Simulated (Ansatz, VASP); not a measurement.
## ZrSeBr in VASP and in Ansatz

INCAR

```
SYSTEM = ZrSeBr
PREC = Accurate ; ENCUT = 600
EDIFF = 1E-7 ; ISMEAR = 0
SIGMA = 0.1 ; LREAL = .False.
LASPH = .True. ; NELM = 100
ALGO = Normal ; ISIF = 3
LWAVE = .False. ; LCHARG = .False.
GGA = PE ; IBRION = 2
NSW = 100 ; EDIFFG = -0.01
```

Contents of KPOINTS:

```
Automatic mesh
0
Gamma
  12 12 16
  0 0 0
```

The input POSCAR:

```
ZrSeBr
1.0
    4.9849829801      0.0000000000      0.0000000000
   -2.4924914900      4.3171218982      0.0000000000
    0.0000000000      0.0000000000      3.0926341371
Zr Se Br
1 1 1
Direct
    0.0000000000      0.0000000000      0.5000000000
    0.3333333333      0.6666666667      0.0000000000
    0.6666666667      0.3333333333      0.0000000000
```

Input for Ansatz:

```yaml
crystal:
  lattice:
    - [4.9849829801, 0.0, 0.0]
    - [-2.49249149, 4.3171218982, 0.0]
    - [0.0, 0.0, 3.0926341371]
  atoms:
    - { symbol: Zr, position: [0.0, 0.0, 0.5] }
    - { symbol: Se, position: [0.3333333333, 0.6666666667, 0.0] }
    - { symbol: Br, position: [0.6666666667, 0.3333333333, 0.0] }
basis:
  ecutwfc: 420
kpoints:
  mp_grid: { grid: [12, 12, 16] }
hamiltonian:
  xc: pbe
scf:
  occupations: { method: gaussian, width: 0.1 }
output:
  forces: true
  stress: true
  eigenvalues: true
relax:
  adjacent_minimum: "off"
  f_tol: 0.01
  max_steps: 80
  cell: { stress_tol: 0.05 }
```

Change from the starting cell: species swapped into the GdNiAs type (P-6m2, No. 187).

Alike in both runs: task relaxation of cell and atoms; functional PBE; k mesh 12 × 12 × 16; occupations gaussian, width 0.1 eV; no spin polarisation.

|  | VASP | Ansatz |
| --- | --- | --- |
| version | VASP 6.6.1 | Ansatz 0.2.0 |
| potentials or method | VASP PAW PBE potentials, release 64 (Zr_sv, Se, Br), cutoff 600 eV | scalar-relativistic, plane waves, PAW |
| valence electrons in the cell | 25 | 35 |

```csv
,VASP,Ansatz,Ansatz less VASP
"gap on the k mesh at the Fermi level, each at its own relaxed structure (eV)",none,none,-
relaxed volume (Å³/atom),22.14,22.12,-0.015
relaxed length of the cell vector where the two differ most in proportion (Å),3.185,3.183,-0.0020
```

A gap of «none» marks a metal or a gap that the smearing closes. VASP's potentials hold 25 valence electrons a cell and Ansatz's 35, so a difference there can come from the potentials and not from the codes.
